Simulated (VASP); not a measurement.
A run of VASP 6.6.1:

POSCAR

```
SiC
1.0
    3.0786732247      0.0000000029      0.0000000000
   -1.5393366149      2.6662092211      0.0000000000
    0.0000000000      0.0000000000     15.1078666512
Si C
6 6
Direct
    0.3333333333      0.6666666667      0.8329852579
    0.6666666667      0.3333333333      0.3329852579
    0.6666666667      0.3333333333      0.6665012128
    0.3333333333      0.6666666667      0.1665012128
    0.0000000000      0.0000000000      0.4997223642
    0.0000000000      0.0000000000      0.9997223642
    0.0000000000      0.0000000000      0.8743670375
    0.0000000000      0.0000000000      0.3743670375
    0.3333333333      0.6666666667      0.7079966921
    0.6666666667      0.3333333333      0.2079966921
    0.6666666667      0.3333333333      0.5415284356
    0.3333333333      0.6666666667      0.0415284356
```

INCAR.step1

```
SYSTEM = SiC
PREC = Accurate ; ENCUT = 520
ISMEAR = 0 ; SIGMA = 0.02
LREAL = .FALSE. ; LASPH = .TRUE.
NELM = 80 ; NBANDS = 36
GGA = PE ; ALGO = Normal
EDIFF = 1E-4 ; LWAVE = .TRUE.
LCHARG = .FALSE.
```

File INCAR.step2:

```
SYSTEM = SiC
PREC = Accurate ; ENCUT = 520
EDIFF = 1E-7 ; ISMEAR = 0
SIGMA = 0.02 ; LREAL = .FALSE.
LASPH = .TRUE. ; NELM = 80
ALGO = Normal ; ISIF = 2
LWAVE = .FALSE. ; LCHARG = .FALSE.
METAGGA = R2SCAN ; LMIXTAU = .TRUE.
NBANDS = 36 ; ISTART = 1
```

File KPOINTS:

```
regular mesh
0
G
  12 12 2
  0 0 0
```

Potentials or basis: VASP PAW PBE potentials, release 64 (Si, C).

The run is started by

```sh
$ cat potpaw_PBE.64/Si/POTCAR potpaw_PBE.64/C/POTCAR > POTCAR
$ cp INCAR.step1 INCAR
$ mpirun -np 1 vasp_std > vasp.out
$ cp INCAR.step2 INCAR
$ mpirun -np 1 vasp_std > vasp.out
```

Hardware: 1 thread of Intel(R) Xeon(R) Platinum 8375C CPU @ 2.90GHz (Ice Lake), with other jobs on the host.

How long does it take, and how much memory?

Wall time 8.2 min on 1 thread of Intel(R) Xeon(R) Platinum 8375C CPU @ 2.90GHz (Ice Lake) (shared host), peak memory 0.31 GiB. Counts: k points 38.
